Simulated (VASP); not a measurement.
# AlN (P6_3mc) in VASP: further runs, part 2 of 2

VASP 6.6.1. The steps go on from the part before.

**3. Single point, LDA**

This run uses another cell than the first one, of 11.29 Å³/atom, 1.038 times its volume.

INCAR reads:

```
SYSTEM = AlN
PREC = Accurate ; ENCUT = 520
EDIFF = 1E-6 ; ISMEAR = 0
SIGMA = 0.01 ; LREAL = .FALSE.
LASPH = .TRUE. ; NELM = 80
ALGO = Normal ; ISIF = 2
LWAVE = .FALSE. ; LCHARG = .FALSE.
GGA = CA ; NBANDS = 16
```

KPOINTS reads:

```
Automatic mesh
0
G
  7 7 4
  0 0 0
```

POSCAR reads:

```
AlN
1.0
    3.1938930732      0.0000000000      0.0000000000
   -1.5969465366      2.7659924543      0.0000000000
    0.0000000000      0.0000000000      5.1104341142
Al N
2 2
Direct
    0.3333333333      0.6666666667      0.0000000000
    0.6666666667      0.3333333333      0.5000000000
    0.3333333333      0.6666666667      0.3800000000
    0.6666666667      0.3333333333      0.8800000000
```

Potentials or basis: VASP PAW LDA potentials, release 64 (Al, N).

Command:

```bash
$ cat potpaw_LDA.64/Al/POTCAR potpaw_LDA.64/N/POTCAR > POTCAR
$ mpirun -np 1 vasp_std > vasp.out
```

OUTCAR:

```text
SYSTEM = AlN
   PREC = Accurate
   ENCUT = 520
   EDIFF = 1E-6
   ISMEAR = 0
   LREAL = .FALSE.
   LASPH = .TRUE.
   NELM = 80
   ISIF = 2
   GGA = CA

 ion  position               nearest neighbor table
   1  0.333  0.667  0.000-   3 1.94   4 1.94   4 1.94   4 1.94   2 3.15   2 3.15   2 3.15   2 3.15
                             2 3.15   2 3.15
   2  0.667  0.333  0.500-   4 1.94   3 1.94   3 1.94   3 1.94   1 3.15   1 3.15   1 3.15   1 3.15
                             1 3.15   1 3.15
   3  0.333  0.667  0.380-   1 1.94   2 1.94   2 1.94   2 1.94
   4  0.667  0.333  0.880-   2 1.94   1 1.94   1 1.94   1 1.94

  LATTYP: Found a hexagonal cell.
 ALAT       =     3.1938930732
 C/A-ratio  =     1.6000642467

  Lattice vectors:

 A1 = (   3.1938930732,   0.0000000000,   0.0000000000)
 A2 = (  -1.5969465366,   2.7659924543,   0.0000000000)
 A3 = (   0.0000000000,   0.0000000000,   5.1104341142)

Analysis of symmetry for initial positions (statically):
=====================================================================
 Subroutine PRICEL returns:
 Original cell was already a primitive cell.

[... 178 lines left out ...]
 cond. band min:       8.7206511481   @ k =   0.0000   0.0000   0.0000
 fundamental gap:      3.5815281760
 Fermi energy:         5.2674413702

 k-point     1 :       0.0000    0.0000    0.0000
  band No.  band energies     occupation
      1      -9.4079      2.00000
      2      -7.4189      2.00000
      3      -0.5516      2.00000
      4       4.3392      2.00000
      5       4.3392      2.00000
      6       4.9772      2.00000
[... 433 lines left out ...]
      3       0.3785      2.00000
      4       0.3785      2.00000
      5       1.8835      2.00000
      6       1.8835      2.00000
[... 8 lines left out ...]
     15      17.9678      0.00000
     16      17.9678      0.00000

------------------------ aborting loop because EDIFF is reached ----------------------------------------

  FORCE on cell =-STRESS in cart. coord.  units (eV):
  Direction    XX          YY          ZZ          XY          YZ          ZX
  --------------------------------------------------------------------------------------
  -------------------------------------------------------------------------------------
  Total       -4.9872646     -4.9872643     -4.4224531      0.0000000      0.0000000      0.0000000
  in kB     -176.9880055   -176.9879947   -156.9439809      0.0000000      0.0000000      0.0000000
  external PRESSURE =    -170.3066604 kB  Pullay stress =       0.0000000 kB

 VOLUME and BASIS-vectors are now :
 -----------------------------------------------------------------------------
  energy-cutoff  :      520.00
  volume of cell :       45.15
      direct lattice vectors                 reciprocal lattice vectors
     3.193893073  0.000000000  0.000000000     0.313097520  0.180766943  0.000000000
    -1.596946537  2.765992454  0.000000000     0.000000000  0.361533886  0.000000000
     0.000000000  0.000000000  5.110434114     0.000000000  0.000000000  0.195678093

 POSITION                                       TOTAL-FORCE (eV/Angst)
 -----------------------------------------------------------------------------------
     -0.00000      1.84399      0.00000        -0.000000      0.000000     -0.066970
      1.59695      0.92200      2.55522        -0.000000      0.000000     -0.066970
     -0.00000      1.84399      1.94196         0.000000      0.000000      0.066970
      1.59695      0.92200      4.49718        -0.000000     -0.000000      0.066970
 -----------------------------------------------------------------------------------
    total drift:                               -0.000000     -0.000000      0.000250

  FREE ENERGIE OF THE ION-ELECTRON SYSTEM (eV)
  ---------------------------------------------------
  free  energy   TOTEN  =       -32.6021766030 eV

  energy  without entropy=      -32.6021766030  energy(sigma->0) =      -32.60217660
```

OSZICAR:

```text
N       E                     dE             d eps       ncg     rms          rms(c)
DAV:   1     0.376247473624E+02    0.37625E+02   -0.72303E+03   768   0.884E+02
DAV:   2    -0.339606734902E+02   -0.71585E+02   -0.65522E+02  1080   0.175E+02
DAV:   3    -0.373229288826E+02   -0.33623E+01   -0.33513E+01   976   0.386E+01
DAV:   4    -0.373416001891E+02   -0.18671E-01   -0.18670E-01   944   0.344E+00
DAV:   5    -0.373417984047E+02   -0.19822E-03   -0.19821E-03   968   0.346E-01    0.117E+01
DAV:   6    -0.327129640563E+02    0.46288E+01   -0.11418E+01   800   0.234E+01    0.418E+00
DAV:   7    -0.326644820965E+02    0.48482E-01   -0.45897E-01   872   0.450E+00    0.272E+00
DAV:   8    -0.326050860689E+02    0.59396E-01   -0.86800E-02   848   0.244E+00    0.429E-01
DAV:   9    -0.326020470823E+02    0.30390E-02   -0.76506E-03   952   0.620E-01    0.247E-01
DAV:  10    -0.326022536976E+02   -0.20662E-03   -0.76925E-04   864   0.173E-01    0.158E-01
DAV:  11    -0.326021774391E+02    0.76259E-04   -0.12407E-04   872   0.821E-02    0.284E-02
DAV:  12    -0.326021766030E+02    0.83602E-06   -0.22116E-06   808   0.109E-02
   1 F= -.32602177E+02 E0= -.32602177E+02  d E =-.891103E-76
```

stdout:

```text
POSCAR found type information on POSCAR AlN
 POSCAR found :  2 types and       4 ions
 scaLAPACK will be used
 LDA part: xc-table for (Slater(with rela. corr.)+CA(PZ))
 , standard interpolation
 POSCAR, INCAR and KPOINTS ok, starting setup
 FFT: planning ... GRIDC
 FFT: planning ... GRID_SOFT
 FFT: planning ... GRID
 WAVECAR not read
 entering main loop
```

Wall time 7.3 s (1 thread of AMD EPYC 9R45 (Zen 5), shared host); peak memory 0.11 GiB.

Results:

- Free energy: -32.6022 eV
- Pressure: -17.0 GPa
- Largest force: 0.067 eV/Å
- Band gap on the k mesh: 3.58 eV, direct

Forces in eV/Å, atoms in the order of the input:
```
Al   0.000  0.000 -0.067
Al   0.000  0.000 -0.067
N    0.000  0.000  0.067
N    0.000  0.000  0.067
```

Stress tensor (GPa, compression positive):
```
-17.70   0.00   0.00
  0.00 -17.70   0.00
  0.00   0.00 -15.69
```

**4. Single point, LDA**

This run uses another cell than the first one, of 11.70 Å³/atom, 1.077 times its volume.

INCAR reads:

```
SYSTEM = AlN
PREC     = Accurate       ! precision mode
ENCUT    = 520            ! plane-wave cutoff, eV
EDIFF    = 1E-6           ! SCF threshold, eV
ISMEAR   = 0              ! smearing method
SIGMA    = 0.01           ! smearing width, eV
LREAL    = .False.        ! projectors in reciprocal space
LASPH    = .True.         ! aspherical terms in the spheres
NELM     = 60             ! most SCF steps
ALGO     = Normal         ! electronic algorithm
ISIF     = 2              ! what is computed and relaxed
LWAVE    = .False.        ! write WAVECAR
LCHARG   = .True.         ! write CHGCAR
GGA      = CA             ! functional
LELF     = .True.         ! ELF
LVHAR    = .True.       
NBANDS   = 16             ! bands
```

KPOINTS reads:

```
Automatic mesh
0
Gamma
  7 7 4
  0 0 0
```

POSCAR reads:

```
AlN
1.0
    3.2328468278      0.0000000000      0.0000000000
   -1.6164234139      2.7997273943      0.0000000000
    0.0000000000      0.0000000000      5.1727626243
Al N
2 2
Direct
    0.3333333333      0.6666666667      0.0000000000
    0.6666666667      0.3333333333      0.5000000000
    0.3333333333      0.6666666667      0.3800000000
    0.6666666667      0.3333333333      0.8800000000
```

Command:

```bash
$ cat potpaw_LDA.64/Al/POTCAR potpaw_LDA.64/N/POTCAR > POTCAR
$ mpirun -np 1 vasp_std > vasp.out
```

It took 9 s on 1 thread of AMD EPYC 9R45 (Zen 5), shared host; peak memory 0.11 GiB.

It converged, with:

```
Free energy            : -32.4000 eV
Pressure               : -21.7 GPa
Largest force          : 0.045 eV/Å
Band gap on the k mesh : 3.28 eV, direct
```

Forces in eV/Å, atoms in the order of the input:
```
Al   0.000  0.000 -0.045
Al   0.000  0.000 -0.045
N    0.000  0.000  0.045
N    0.000  0.000  0.045
```

Stress tensor (GPa, compression positive):
```
-22.44   0.00   0.00
  0.00 -22.44   0.00
  0.00   0.00 -20.34
```

Levels at points of the mesh, in eV from the valence-band top:
| k point | band 4 | band 5 | band 6 | band 7 | band 8 | band 9 | band 10 | band 11 | band 12 | band 13 |
| --- | --- | --- | --- | --- | --- | --- | --- | --- | --- | --- |
| (0.00, 0.00, 0.00) | -0.78 | -0.78 | -0.15 | -0.15 | 0.00 | 3.28 | 5.60 | 9.60 | 10.16 | 10.16 |
| (0.00, 0.00, 0.50) | -3.15 | -0.48 | -0.48 | -0.48 | -0.48 | 5.47 | 5.47 | 9.28 | 9.28 | 10.48 |

**5. Summary**

```tsv
cell	gap on the mesh (eV)	pressure (GPa)	largest force (eV/Å)
a = 3.154, b = 3.154, c = 5.047 Å, angles 90.0, 90.0, 120.0°, 4 atoms	3.90	-11.2	0.09
a = 3.194, b = 3.194, c = 5.110 Å, angles 90.0, 90.0, 120.0°, 4 atoms	3.58	-17.0	0.07
a = 3.233, b = 3.233, c = 5.173 Å, angles 90.0, 90.0, 120.0°, 4 atoms	3.28	-21.7	0.05
```

Alike in all rows: task single point; level LDA; potentials or basis VASP PAW LDA potentials, release 64 (Al, N); no spin polarisation; k mesh 7 × 7 × 4; cutoff (eV) 520; smearing gaussian 0.01 eV.

Total energies depend on the potentials used, so only differences within one code and one set of settings carry meaning.
